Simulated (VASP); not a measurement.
# HgTe (rocksalt type) (Fm-3m) in VASP: further runs, part 2 of 2

VASP 6.6.1.

### 5 Relaxation of cell and atoms, PBE

This run uses another cell than the first one, of 26.42 Å³/atom.

INCAR

```
SYSTEM = HgTe
ALGO = Normal
EDIFF = 1E-7
EDIFFG = -0.005
ENCUT = 600
GGA = PE
IBRION = 2
ISIF = 3
ISMEAR = -1
LASPH = .TRUE.
LCHARG = .FALSE.
LREAL = .FALSE.
LWAVE = .FALSE.
NELM = 100
NSW = 60
PREC = Accurate
SIGMA = 0.1
```

KPOINTS

```
k-points
0
G
  12 12 12
  0 0 0
```

POSCAR

```
HgTe
1.0
    0.0000000000      2.9783528050      2.9783528050
    2.9783528050      0.0000000000      2.9783528050
    2.9783528050      2.9783528050      0.0000000000
Hg Te
1 1
Direct
    0.0000000000      0.0000000000      0.0000000000
    0.5000000000      0.5000000000      0.5000000000
```

Potentials or basis: VASP PAW PBE potentials, release 64 (Hg, Te).

Started as:

```bash
$ cat potpaw_PBE.64/Hg/POTCAR potpaw_PBE.64/Te/POTCAR > POTCAR
$ mpirun -np 1 vasp_std > vasp.out
```

OUTCAR:

```text
SYSTEM = HgTe
   EDIFF = 1E-7
   EDIFFG = -0.005
   ENCUT = 600
   GGA = PE
   IBRION = 2
   ISIF = 3
   ISMEAR = -1
   LASPH = .TRUE.
   LREAL = .FALSE.
   NELM = 100
   NSW = 60
   PREC = Accurate

 ion  position               nearest neighbor table
   1  0.000  0.000  0.000-   2 2.98   2 2.98   2 2.98   2 2.98   2 2.98   2 2.98
   2  0.500  0.500  0.500-   1 2.98   1 2.98   1 2.98   1 2.98   1 2.98   1 2.98

  LATTYP: Found a face centered cubic cell.
 ALAT       =     5.9567056100

  Lattice vectors:

 A1 = (   0.0000000000,   2.9783528050,   2.9783528050)
 A2 = (   2.9783528050,   0.0000000000,   2.9783528050)
 A3 = (   2.9783528050,   2.9783528050,   0.0000000000)

Analysis of symmetry for initial positions (statically):
=====================================================================
 Subroutine PRICEL returns:
 Original cell was already a primitive cell.

 Routine SETGRP: Setting up the symmetry group for a
 face centered cubic supercell.

 Subroutine GETGRP returns: Found 48 space group operations
 (whereof 48 operations were pure point group operations)
 out of a pool of 48 trial point group operations.

The static configuration has the point symmetry O_h .

Analysis of symmetry for dynamics (positions and initial velocities):
=====================================================================
 Subroutine PRICEL returns:
 Original cell was already a primitive cell.

 Routine SETGRP: Setting up the symmetry group for a
 face centered cubic supercell.

 Subroutine GETGRP returns: Found 48 space group operations
 (whereof 48 operations were pure point group operations)
 out of a pool of 48 trial point group operations.

The dynamic configuration has the point symmetry O_h .

 Subroutine INISYM returns: Found 48 space group operations
 (whereof 48 operations are pure point group operations),
 and found     1 'primitive' translations

----------------------------------------------------------------------------------------

                                     Primitive cell

  volume of cell :      52.8395

  direct lattice vectors                    reciprocal lattice vectors
     0.000000000  2.978352805  2.978352805    -0.167878029  0.167878029  0.167878029
     2.978352805  0.000000000  2.978352805     0.167878029 -0.167878029  0.167878029
[... 102 lines left out ...]
   IALGO  =     38    algorithm
   IMIX   =      4    mixing-type and parameters
     AMIX     =   0.40;   BMIX     =  1.00
     AMIX_MAG =   1.60;   BMIX_MAG =  1.00
  volume/ion in A,a.u.               =      26.42       178.29
  Fermi-wavevector in a.u.,A,eV,Ry     =   1.143351  2.160620 17.786232  1.307251
  Thomas-Fermi vector in A             =   2.280046
   LORBIT       =      0    0 simple, 1 ext, 2 COOP (PROOUT), +10 PAW based schemes
   GGA     = PE    functional components
   LHFCALC =     F    Hartree Fock is set to
   AEXX    =    0.0000 exact exchange contribution
   IVDW    =     0    specifies the selected vdW correction
   LEPSILON=     F    determine dielectric tensor
   LRPA    =     F    only Hartree local field effects (RPA)
 conjugate gradient relaxation of ions
 non-spin polarized calculation
  energy-cutoff  :      600.00
  volume of cell :       52.84
 maximum number of plane-waves:      1807
 NGX is ok and might be reduce to    36
   NGX = 17   NGY = 17   NGZ = 17

--------------------------------------- Ionic step        1  -------------------------------------------

 number of electron      18.0000001 magnetization

 Free energy of the ion-electron system (eV)
  ---------------------------------------------------
  ext. energy  EPLUGINS =         0.00000000
  ---------------------------------------------------
  free energy    TOTEN  =        -3.27584753 eV

  energy without entropy =       -3.23853685  energy(sigma->0) =       -3.25719219

 E-fermi :   5.2154     XC(G=0): -10.2193

 val. band max:        5.1328218694   @ k =  -0.1667   0.2500   0.0833
 cond. band min:       5.2219889165   @ k =   0.3333   0.0000   0.0000
 fundamental gap:      0.0891670471
 Fermi energy:         5.2154068112

 k-point     1 :       0.0000    0.0000    0.0000
  band No.  band energies     occupation
      1      -7.3361      2.00000
      2      -1.7674      2.00000
      3      -1.7674      2.00000
      4      -1.7051      2.00000
      5      -1.7051      2.00000
      6      -1.7051      2.00000
      7       4.4121      1.99935
      8       4.4121      1.99935
      9       4.4121      1.99935
     10       4.5755      1.99668
     11      12.8995      0.00000
     12      12.8995      0.00000
     13      12.9000      0.00000
[... 439 lines left out ...]
--------------------------------------- Ionic step        3  -------------------------------------------

 number of electron      17.9999999 magnetization

 Free energy of the ion-electron system (eV)
  ---------------------------------------------------
  ext. energy  EPLUGINS =         0.00000000
  ---------------------------------------------------
  free energy    TOTEN  =        -3.36225493 eV

  energy without entropy =       -3.32077694  energy(sigma->0) =       -3.34151594

 E-fermi :   4.1141     XC(G=0):  -9.7551

 val. band max:        4.1102820985   @ k =   0.5000   0.0833   0.0000
 cond. band min:       4.1693792767   @ k =  -0.2500   0.2500   0.0000
 fundamental gap:      0.0590971782
 Fermi energy:         4.1140770540

 k-point     1 :       0.0000    0.0000    0.0000
  band No.  band energies     occupation
      1      -7.7420      2.00000
      2      -2.4905      2.00000
      3      -2.4905      2.00000
      4      -2.4334      2.00000
      5      -2.4334      2.00000
      6      -2.4334      2.00000
      7       3.0674      1.99994
      8       3.4558      1.99724
      9       3.4558      1.99724
     10       3.4558      1.99724
     11      11.7419      0.00000
     12      11.7419      0.00000
     13      11.7419      0.00000
[... 397 lines left out ...]
  FREE ENERGIE OF THE ION-ELECTRON SYSTEM (eV)
  ---------------------------------------------------
  free  energy   TOTEN  =        -3.3622549312 eV

  energy  without entropy=       -3.3207769416  energy(sigma->0) =       -3.34151594

 reached required accuracy - stopping structural energy minimisation
```

OSZICAR:

```text
N       E                     dE             d eps       ncg     rms          rms(c)
DAV:   1     0.116845875928E+03    0.11685E+03   -0.92289E+03  1872   0.139E+03
DAV:   2     0.870324665888E+00   -0.11598E+03   -0.10961E+03  2027   0.287E+02
DAV:   3    -0.345130583010E+01   -0.43216E+01   -0.42547E+01  2327   0.578E+01
[... 30 lines left out ...]
DAV:   5    -0.336223469326E+01    0.12574E-03   -0.71527E-04  1922   0.326E-01    0.181E-01
DAV:   6    -0.336226053198E+01   -0.25839E-04   -0.18330E-04  2130   0.149E-01    0.557E-02
DAV:   7    -0.336225411394E+01    0.64180E-05   -0.11031E-05  1952   0.402E-02    0.141E-02
DAV:   8    -0.336225492199E+01   -0.80805E-06   -0.21194E-06  2037   0.138E-02    0.445E-03
DAV:   9    -0.336225493116E+01   -0.91773E-08   -0.14793E-07  1502   0.495E-03
   3 F= -.33622549E+01 E0= -.33415159E+01  d E =-.864074E-01
```

CONTCAR:

```text
HgTe
   1.00000000000000
     0.0000000000000000    3.0750336110427274    3.0750336110427274
     3.0750336110427274    0.0000000000000000    3.0750336110427274
     3.0750336110427274    3.0750336110427274   -0.0000000000000000
  Hg              Te
     1     1
Direct
     0.0000000000000000    0.0000000000000000    0.0000000000000000
     0.5000000000000000    0.5000000000000000    0.5000000000000000

  0.00000000E+00  0.00000000E+00  0.00000000E+00
  0.00000000E+00  0.00000000E+00  0.00000000E+00
```

Run time: 89 s. Hardware: 1 thread of Intel Xeon 6975P-C (Granite Rapids), shared host; peak memory 0.24 GiB.

What came out:

* Free energy: -3.3623 eV
* Relaxed volume: 29.08 Å³/atom
* Relaxed cell: a = 4.349 Å, b = 4.349 Å, c = 4.349 Å, α = 60.00°, β = 60.00°, γ = 60.00°
* Space group after relaxing (to 0.1 Å): Fm-3m (No. 225)
* Energy gained by relaxing: 43.2 meV/atom
* Ionic steps: 3
* Pressure after relaxing: 0.0 GPa
* Band gap on the k mesh: zero (bands 9 and 10 overlap by 2.42 eV)

Step by step:
```
step  energy change (eV)  largest force (eV/Å)  pressure (GPa)  volume (Å³)
   1              0.0000                0.0000            5.74        52.84
   2             -0.0750                0.0000           -1.56        60.42
   3             -0.0864                0.0000            0.02        58.15
```

Final structure:
```
CELL_PARAMETERS angstrom
0.00000 3.07503 3.07503
3.07503 0.00000 3.07503
3.07503 3.07503 0.00000
ATOMIC_POSITIONS crystal
Hg 0.00000 0.00000 0.00000
Te 0.50000 0.50000 0.50000
```

Caveat: spin-orbit coupling is left out, which moves the levels of the heavy elements.

### 6 Overview

| task | cell | cutoff (eV) | gap on the mesh (eV) | pressure (GPa) |
| --- | --- | --- | --- | --- |
| single point | a = 4.256 Å, angles 60.0°, 2 atoms | 520 | none | 3.5 |
| single point | a = 4.345 Å, angles 60.0°, 2 atoms | 520 | none | 0.1 |
| relaxation of cell and atoms | relaxed from a = 4.212 Å, angles 60.0°, 2 atoms | 600 | none | 0.0 |

Alike in all rows: level PBE; potentials or basis VASP PAW PBE potentials, release 64 (Hg, Te); no spin polarisation; k mesh 12 × 12 × 12; smearing fermi-dirac 0.1 eV.

Caveats: spin-orbit coupling is left out, which moves the levels of the heavy elements; the cell stands under pressure (at least some runs).

Absolute energies hang on the potentials; compare differences alone.
